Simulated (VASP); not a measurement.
Write the native input for VASP 6.6.1 that does the following.

```yaml
Task: relaxation of cell and atoms
Functional: PBE
Potentials_or_basis: VASP PAW PBE potentials, release 64 (Sb, Au)
Cutoff: 500 eV
k_mesh: 5 × 5 × 5
Occupations: fermi-dirac, width 0.1 eV
Spin: no spin polarisation
Dipole_correction: no
Further_INCAR_settings: ALGO = Normal; EDIFF = 1e-07; IBRION = 2; EDIFFG = -0.01; NSW = 60; ISIF = 3
```

The structure of SbAu lies in POSCAR:

```
SbAu
1.0
    3.5722810000      0.0000000000      0.0000000000
    0.0000000000      3.5722810000      0.0000000000
    0.0000000000      0.0000000000      3.5722810000
Sb Au
1 1
Direct
    0.5000000000      0.5000000000      0.5000000000
    0.0000000000      0.0000000000      0.0000000000
```

These files were run (other wordings do the same):

INCAR

```
SYSTEM = SbAu
PREC = Accurate
ENCUT = 500
EDIFF = 1E-7
ISMEAR = -1
SIGMA = 0.1
LREAL = .FALSE.
LASPH = .TRUE.
NELM = 120
ALGO = Normal
ISIF = 3
LWAVE = .FALSE.
LCHARG = .FALSE.
GGA = PE
IBRION = 2
NSW = 60
EDIFFG = -0.01
GGA_COMPAT = .FALSE.
NELMIN = 4
```

KPOINTS

```
Automatic mesh
0
G
  5 5 5
  0 0 0
```

Potentials or basis: VASP PAW PBE potentials, release 64 (Sb, Au).

The run is started by

```bash
$ cat potpaw_PBE.64/Sb/POTCAR potpaw_PBE.64/Au/POTCAR > POTCAR
$ mpirun -np 1 vasp_std > vasp.out
```

Results of the run:

```
Relaxed volume                         : 22.64 Å³/atom
Relaxed cell                           : a = 3.564 Å, b = 3.564 Å, c = 3.564 Å, α = 90.00°, β = 90.00°, γ = 90.00°
Space group after relaxing (to 0.05 Å) : Pm-3m (No. 221)
Energy gained by relaxing              : 0.3 meV/atom
Ionic steps                            : 3
Pressure after relaxing                : 0.0 GPa
Band gap on the k mesh                 : zero (band 8 reaches 11.38 eV, above the bottom of band 9 at 8.17 eV)
```

Caveat: spin-orbit coupling is left out, which moves the levels of the heavy elements.

It took 32 s on 1 thread of Intel Xeon 8259CL (shared host), peak memory 0.16 GiB.
